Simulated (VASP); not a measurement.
# TaSi2 (C222) in VASP: single point with PBE

Aim: the single point of TaSi2 with PBE.

Everything below comes from runs of VASP 6.6.1. Logs are shortened: lines on timing, memory, paths and dates and some standing lists are left out, and cuts for length are marked.

## (1) The cell of the first run

Symmetry: C222, No. 21, orthorhombic system. The conventional cell has a = 4.806 Å, b = 8.324 Å, c = 13.045 Å, α = 90.00°, β = 90.00°, γ = 90.00°. Within 3.3 Å of Ta (site symmetry 2) lie 10 Si at 2.49 to 2.84 Å and 4 Ta at 3.16 to 3.26 Å. Within 3.5 Å of Ta (site symmetry 2) lie 10 Si at 2.62 to 2.84 Å and 4 Ta at 3.26 Å. Within 3.5 Å of Ta (site symmetry 2) lie 10 Si at 2.62 to 2.84 Å and 4 Ta at 3.26 Å. Si (site symmetry 1) has 9 Si at 2.44 to 3.34 Å and 5 Ta at 2.49 to 2.84 Å within 3.4 Å. Si (site symmetry 1) has 9 Si at 2.57 to 3.34 Å and 5 Ta at 2.62 to 2.84 Å within 3.4 Å. Within 3.4 Å of Si (site symmetry 1) lie 9 Si at 2.57 to 3.34 Å and 5 Ta at 2.62 to 2.84 Å.

## (2) Single point, PBE (the distance across one plane changed)

INCAR

```
SYSTEM = TaSi2
ALGO = Normal
EDIFF = 1E-7
ENCUT = 520
GGA = PE
ISIF = 2
ISMEAR = 0
LASPH = .True.
LCHARG = .False.
LREAL = Auto
LWAVE = .False.
NBANDS = 72
NELM = 60
PREC = Accurate
SIGMA = 0.15
```

KPOINTS

```
k-points
0
Gamma
  9 9 3
  0 0 0
```

POSCAR

```
TaSi2
1.0
   -4.8057071671      0.0000000000      0.0000000000
   -2.4028535835     -4.1618644899      0.0000000000
    0.0000000000      0.0000000000     13.0446946197
Ta Si
6 12
Direct
    0.5000000000      1.0000000000      0.0843084356
    0.5000000000      1.0000000000      0.5900578995
    0.0000000000      0.5000000000      0.2528915902
    0.0000000000      0.5000000000      0.7586410541
    0.5000000000      0.5000000000      0.9272242087
    0.5000000000      0.5000000000      0.4214747448
    0.1589210529      0.6821578943      0.0843084356
    0.1589210529      0.6821578943      0.5900578995
    0.3178421057      0.8410789471      0.2528915902
    0.3178421057      0.8410789471      0.7586410541
    0.1589210529      0.1589210529      0.9272242087
    0.1589210529      0.1589210529      0.4214747448
    0.8410789471      0.3178421057      0.0843084356
    0.8410789471      0.3178421057      0.5900578995
    0.6821578943      0.1589210529      0.2528915902
    0.6821578943      0.1589210529      0.7586410541
    0.8410789471      0.8410789471      0.9272242087
    0.8410789471      0.8410789471      0.4214747448
```

Potentials or basis: VASP PAW PBE potentials, release 64 (Ta_pv, Si).

On the command line:

```bash
cat potpaw_PBE.64/Ta_pv/POTCAR potpaw_PBE.64/Si/POTCAR > POTCAR
mpirun -np 1 vasp_std > vasp.out
```

OUTCAR:

```text
SYSTEM = TaSi2
   EDIFF = 1E-7
   ENCUT = 520
   GGA = PE
   ISIF = 2
   ISMEAR = 0
   LASPH = .True.
   LREAL = Auto
   NELM = 60
   PREC = Accurate

 ion  position               nearest neighbor table
   1  0.500  0.000  0.084-  11 2.49  17 2.49  15 2.62   9 2.62   7 2.74  13 2.74   7 2.74  13 2.74
                            13 2.84   7 2.84   5 3.16   5 3.16   3 3.26   3 3.26
   2  0.500  0.000  0.590-  10 2.62  16 2.62  12 2.62  18 2.62   8 2.74  14 2.74   8 2.74  14 2.74
                            14 2.84   8 2.84   4 3.26   4 3.26   6 3.26   6 3.26
   3  0.000  0.500  0.253-  12 2.62  18 2.62  13 2.62   7 2.62  15 2.74   9 2.74  15 2.74   9 2.74
                            15 2.84   9 2.84   6 3.26   6 3.26   1 3.26   1 3.26
   4  0.000  0.500  0.759-  11 2.62  17 2.62  14 2.62   8 2.62  16 2.74  10 2.74  16 2.74  10 2.74
                            16 2.84  10 2.84   5 3.26   5 3.26   2 3.26   2 3.26
   5  0.500  0.500  0.927-   7 2.49  13 2.49  10 2.62  16 2.62  11 2.74  17 2.74  17 2.74  11 2.74
                            11 2.84  17 2.84   1 3.16   1 3.16   4 3.26   4 3.26
   6  0.500  0.500  0.421-   9 2.62  15 2.62  14 2.62   8 2.62  12 2.74  18 2.74  18 2.74  12 2.74
                            12 2.84  18 2.84   3 3.26   3 3.26   2 3.26   2 3.26
   7  0.159  0.682  0.084-  17 2.44   5 2.49   9 2.57   3 2.62  13 2.65   1 2.74   1 2.74   1 2.84
                            13 2.84  13 2.84  11 3.07
   8  0.159  0.682  0.590-  10 2.57  18 2.57   4 2.62   6 2.62  14 2.65   2 2.74   2 2.74   2 2.84
                            14 2.84  14 2.84
   9  0.318  0.841  0.253-   7 2.57  12 2.57   6 2.62   1 2.62  15 2.65   3 2.74   3 2.74   3 2.84
                            15 2.84  15 2.84
  10  0.318  0.841  0.759-   8 2.57  11 2.57   5 2.62   2 2.62  16 2.65   4 2.74   4 2.74   4 2.84
                            16 2.84  16 2.84
  11  0.159  0.159  0.927-  13 2.44   1 2.49  10 2.57   4 2.62  17 2.65   5 2.74   5 2.74   5 2.84
                            17 2.84  17 2.84   7 3.07
  12  0.159  0.159  0.421-   9 2.57  14 2.57   3 2.62   2 2.62  18 2.65   6 2.74   6 2.74   6 2.84
                            18 2.84  18 2.84
  13  0.841  0.318  0.084-  11 2.44   5 2.49  15 2.57   3 2.62   7 2.65   1 2.74   1 2.74   1 2.84
                             7 2.84   7 2.84  17 3.07
  14  0.841  0.318  0.590-  16 2.57  12 2.57   4 2.62   6 2.62   8 2.65   2 2.74   2 2.74   2 2.84
                             8 2.84   8 2.84
  15  0.682  0.159  0.253-  13 2.57  18 2.57   6 2.62   1 2.62   9 2.65   3 2.74   3 2.74   3 2.84
                             9 2.84   9 2.84
  16  0.682  0.159  0.759-  14 2.57  17 2.57   5 2.62   2 2.62  10 2.65   4 2.74   4 2.74   4 2.84
                            10 2.84  10 2.84
  17  0.841  0.841  0.927-   7 2.44   1 2.49  16 2.57   4 2.62  11 2.65   5 2.74   5 2.74   5 2.84
                            11 2.84  11 2.84  13 3.07
  18  0.841  0.841  0.421-  15 2.57   8 2.57   3 2.62   2 2.62  12 2.65   6 2.74   6 2.74   6 2.84
                            12 2.84  12 2.84

  LATTYP: Found a hexagonal cell.
 ALAT       =     4.8057071671
 C/A-ratio  =     2.7144172889

  Lattice vectors:

 A1 = (   2.4028535835,   4.1618644899,   0.0000000000)
 A2 = (  -4.8057071671,   0.0000000000,   0.0000000000)
 A3 = (   0.0000000000,   0.0000000000,  13.0446946197)

Analysis of symmetry for initial positions (statically):
=====================================================================
 Subroutine PRICEL returns:
 Original cell was already a primitive cell.

 Routine SETGRP: Setting up the symmetry group for a
 hexagonal supercell.

 Subroutine GETGRP returns: Found  4 space group operations
 (whereof  2 operations were pure point group operations)
 out of a pool of 24 trial point group operations.

The static configuration has the point symmetry C_2 .
 The point group associated with its full space group is D_2 .

Analysis of symmetry for dynamics (positions and initial velocities):
=====================================================================
 Subroutine PRICEL returns:
 Original cell was already a primitive cell.

 Routine SETGRP: Setting up the symmetry group for a
 hexagonal supercell.

 Subroutine GETGRP returns: Found  4 space group operations
 (whereof  2 operations were pure point group operations)
 out of a pool of 24 trial point group operations.

The dynamic configuration has the point symmetry C_2 .
 The point group associated with its full space group is D_2 .

 Subroutine INISYM returns: Found  4 space group operations
 (whereof  2 operations are pure point group operations),
 and found     1 'primitive' translations

----------------------------------------------------------------------------------------

                                     Primitive cell

  volume of cell :     260.9030

  direct lattice vectors                    reciprocal lattice vectors
    -4.805707167  0.000000000  0.000000000    -0.208085921  0.120138462  0.000000000
    -2.402853583 -4.161864490  0.000000000     0.000000000 -0.240276925  0.000000000
     0.000000000  0.000000000 13.044694620     0.000000000  0.000000000  0.076659518

  length of vectors
     4.805707167  4.805707167 13.044694620     0.240276925  0.240276925  0.076659518

  position of ions in fractional coordinates (direct lattice)
     0.500000000  0.000000000  0.084308436
     0.500000000  0.000000000  0.590057900
     0.000000000  0.500000000  0.252891590
     0.000000000  0.500000000  0.758641054
     0.500000000  0.500000000  0.927224209
     0.500000000  0.500000000  0.421474745
[... 10 lines left out ...]
     0.841078947  0.841078947  0.927224209
     0.841078947  0.841078947  0.421474745

  ion indices of the primitive-cell ions
   primitive index   ion index
                 1           1
                 2           2
                 3           3
                 4           4
                 5           5
                 6           6
[... 10 lines left out ...]
                17          17
                18          18

----------------------------------------------------------------------------------------

 KPOINTS: k-points

Automatic generation of k-mesh.
 Grid dimensions read from file:
 generate k-points for:    9    9    3

 Generating k-lattice:

  Cartesian coordinates                     Fractional coordinates (reciprocal lattice)
    -0.023120658  0.013348718  0.000000000     0.111111111 -0.000000000  0.000000000
     0.000000000 -0.026697436  0.000000000     0.000000000  0.111111111  0.000000000
     0.000000000  0.000000000  0.025553173     0.000000000  0.000000000  0.333333333

  Length of vectors
     0.026697436  0.026697436  0.025553173

  Shift w.r.t. Gamma in fractional coordinates (k-lattice)
     0.000000000  0.000000000  0.000000000

 Subroutine IBZKPT returns following result:
 ===========================================

 Found     50 irreducible k-points:

 Following reciprocal coordinates:
            Coordinates               Weight
  0.000000  0.000000  0.000000      1.000000
  0.111111 -0.000000  0.000000      2.000000
  0.111111  0.111111  0.000000      4.000000
  0.222222 -0.000000  0.000000      2.000000
  0.222222  0.222222  0.000000      4.000000
  0.333333 -0.000000  0.000000      2.000000
[... 16 lines left out ...]
  0.333333 -0.444444  0.000000      4.000000
 -0.222222  0.333333  0.000000      4.000000
 [... further k-points ...]
   k-points           NKPTS =     50   k-points in BZ     NKDIM =     50   number of bands    NBANDS=     72
   number of dos      NEDOS =    301   number of ions     NIONS =     18
   total plane-waves  NPLWV = 127008
   dimension x,y,z NGX =    36 NGY =   36 NGZ =   98
   dimension x,y,z NGXF=    72 NGYF=   72 NGZF=  196
   ions per type =               6  12
   NGX,Y,Z   is equivalent  to a cutoff of  12.45, 12.45, 12.49 a.u.
   NGXF,Y,Z  is equivalent  to a cutoff of  24.91, 24.91, 24.98 a.u.
 SYSTEM =  TaSi2
   PREC   = accura    normal or accurate (medium, high low for compatibility)
   ISTART =      0    job   : 0-new  1-cont  2-samecut
   ICHARG =      2    charge: 1-file 2-atom 10-const
   ISPIN  =      1    spin polarized calculation?
   LNONCOLLINEAR =      F non collinear calculations
   LSORBIT =      F    spin-orbit coupling
   LASPH  =      T    aspherical Exc in radial PAW
   ENCUT  =  520.0 eV  38.22 Ry    6.18 a.u.   8.94  8.94 24.25*2*pi/ulx,y,z
   NELM   =     60;   NELMIN=  2; NELMDL= -5     # of ELM steps
   EDIFF  = 0.1E-06   stopping-criterion for ELM
   LREAL  =      T    real-space projection
   EDIFFG = 0.1E-05   stopping-criterion for IOM
   NSW    =      0    number of steps for IOM
   IBRION =     -1    ionic relax: 0-MD 1-quasi-New 2-CG
   NFREE  =      0    steps in history (QN), initial steepest desc. (CG)
   ISIF   =      2    stress and relaxation
   ISYM   =      2    0-nonsym 1-usesym 2-fastsym
   POTIM  = 0.5000    time-step for ionic-motion
   TEBEG  =    0.0;   TEEND  =   0.0 temperature during run
   PSTRESS=    0.0 pullay stress
   NELECT =     114.0000    total number of electrons
   NUPDOWN=      -1.0000    fix difference up-down
   EMIN   =  10.00;   EMAX   =-10.00  energy-range for DOS
   EFERMI =   0.00;   METHOD = LEGACY
   ISMEAR =     0;   SIGMA  =   0.15  broadening in eV -4-tet -1-fermi 0-gaus
   EFERMI_NEDOS =   21; number of points for ismear=-14 and -15
   IALGO  =     38    algorithm
   IMIX   =      4    mixing-type and parameters
     AMIX     =   0.40;   BMIX     =  1.00
     AMIX_MAG =   1.60;   BMIX_MAG =  1.00
  volume/ion in A,a.u.               =      14.49        97.81
  Fermi-wavevector in a.u.,A,eV,Ry     =   1.242272  2.347554 20.997054  1.543240
  Thomas-Fermi vector in A             =   2.376634
   LORBIT       =      0    0 simple, 1 ext, 2 COOP (PROOUT), +10 PAW based schemes
   GGA     = PE    functional components
   LHFCALC =     F    Hartree Fock is set to
   AEXX    =    0.0000 exact exchange contribution
   IVDW    =     0    specifies the selected vdW correction
   LEPSILON=     F    determine dielectric tensor
   LRPA    =     F    only Hartree local field effects (RPA)
 non-spin polarized calculation
 Gauss-broadening in eV      SIGMA  =   0.15
  energy-cutoff  :      520.00
  volume of cell :      260.90
 maximum number of plane-waves:      7065
   NGX = 17   NGY = 17   NGZ = 49

 number of electron     114.0000019 magnetization

 Free energy of the ion-electron system (eV)
  ---------------------------------------------------
  ext. energy  EPLUGINS =         0.00000000
  ---------------------------------------------------
  free energy    TOTEN  =      -144.25666028 eV

  energy without entropy =     -144.16867039  energy(sigma->0) =     -144.21266534

 E-fermi :   9.3450     XC(G=0): -12.0642

 val. band max:        9.3442021868   @ k =  -0.4444   0.2222   0.0000
 cond. band min:       9.3456538208   @ k =  -0.1111   0.3333   0.3333
 fundamental gap:      0.0014516340
 Fermi energy:         9.3449774149

 k-point     1 :       0.0000    0.0000    0.0000
  band No.  band energies     occupation
      1     -25.0874      2.00000
      2     -25.0483      2.00000
      3     -25.0337      2.00000
      4     -25.0151      2.00000
      5     -25.0065      2.00000
      6     -24.9985      2.00000
[... 61 lines left out ...]
     68      12.8395      0.00000
     69      12.8466      0.00000

 k-point     2 :       0.1111   -0.0000    0.0000
  band No.  band energies     occupation
      1     -25.0881      2.00000
      2     -25.0544      2.00000
      3     -25.0361      2.00000
      4     -25.0145      2.00000
      5     -25.0101      2.00000
      6     -24.9968      2.00000
[... 1573 lines left out ...]
     68      11.7559      0.00000
     69      11.9061      0.00000

 k-point    24 :      -0.2222    0.3333    0.0000
  band No.  band energies     occupation
      1     -25.0959      2.00000
      2     -25.0850      2.00000
      3     -25.0506      2.00000
      4     -25.0425      2.00000
      5     -25.0305      2.00000
      6     -25.0157      2.00000
[... 61 lines left out ...]
     68      11.7799      0.00000
     69      11.9249      0.00000

 [... further k-points ...]

 [bands above 69 left out]

------------------------ aborting loop because EDIFF is reached ----------------------------------------

  FORCE on cell =-STRESS in cart. coord.  units (eV):
  Direction    XX          YY          ZZ          XY          YZ          ZX
  --------------------------------------------------------------------------------------
  -------------------------------------------------------------------------------------
  Total        2.8615352      1.6485968     10.3772422     -1.0504354      0.0000000      0.0000000
  in kB       17.5723771     10.1238541     63.7255189     -6.4506101      0.0000000      0.0000000
  external PRESSURE =      30.4739167 kB  Pullay stress =       0.0000000 kB

 VOLUME and BASIS-vectors are now :
 -----------------------------------------------------------------------------
  energy-cutoff  :      520.00
  volume of cell :      260.90
      direct lattice vectors                 reciprocal lattice vectors
    -4.805707167  0.000000000  0.000000000    -0.208085921  0.120138462  0.000000000
    -2.402853583 -4.161864490  0.000000000     0.000000000 -0.240276925  0.000000000
     0.000000000  0.000000000 13.044694620     0.000000000  0.000000000  0.076659518

 POSITION                                       TOTAL-FORCE (eV/Angst)
 -----------------------------------------------------------------------------------
     -2.40285      0.00000      1.09978         0.000000      0.000000      1.610609
     -2.40285      0.00000      7.69713         0.000000      0.000000     -0.054643
     -1.20143     -2.08093      3.29889         0.000000      0.000000      0.136568
     -1.20143     -2.08093      9.89624         0.000000      0.000000     -0.136568
     -3.60428     -2.08093     12.09536         0.000000      0.000000     -1.610609
     -3.60428     -2.08093      5.49801         0.000000      0.000000      0.054643
[... 10 lines left out ...]
     -6.06297     -3.50046     12.09536        -0.200084      0.165272     -1.120890
     -6.06297     -3.50046      5.49801        -0.005672      0.012041     -0.002331
 -----------------------------------------------------------------------------------
    total drift:                                0.000000      0.000000      0.000009

  FREE ENERGIE OF THE ION-ELECTRON SYSTEM (eV)
  ---------------------------------------------------
  free  energy   TOTEN  =      -144.2566602816 eV

  energy  without entropy=     -144.1686703927  energy(sigma->0) =     -144.21266534
```

Run time: 23 min. Hardware: 1 thread of Intel Xeon Platinum 8488C (Sapphire Rapids), shared host; peak memory 0.7 GiB.

What came out:

| Item | Value |
| --- | --- |
| Free energy | -144.2567 eV |
| Pressure | 3.0 GPa |
| Largest force | 1.611 eV/Å |
| Band gap on the k mesh | zero (bands 57 and 58 overlap by 0.57 eV) |

Forces on the atoms (eV/Å):
```
Ta   0.000  0.000  1.611
Ta   0.000  0.000 -0.055
Ta   0.000  0.000  0.137
Ta   0.000  0.000 -0.137
Ta   0.000  0.000 -1.611
Ta   0.000  0.000  0.055
Si   0.243 -0.091  1.121
Si   0.013  0.001  0.002
Si   0.044  0.029  0.070
Si  -0.004 -0.052 -0.070
Si   0.200 -0.165 -1.121
Si   0.006 -0.012 -0.002
Si  -0.243  0.091  1.121
Si  -0.013 -0.001  0.002
Si  -0.044 -0.029  0.070
Si   0.004  0.052 -0.070
Si  -0.200  0.165 -1.121
Si  -0.006  0.012 -0.002
```

Caveat: the cell differs from its parent crystal (the distance across one plane changed); the stress differs along the axes, from 1 to 6 GPa; spin-orbit coupling is left out, which moves the levels of the heavy elements; forces of over 1 eV/Å act on the atoms, so gaps and moduli don't describe the material at rest.
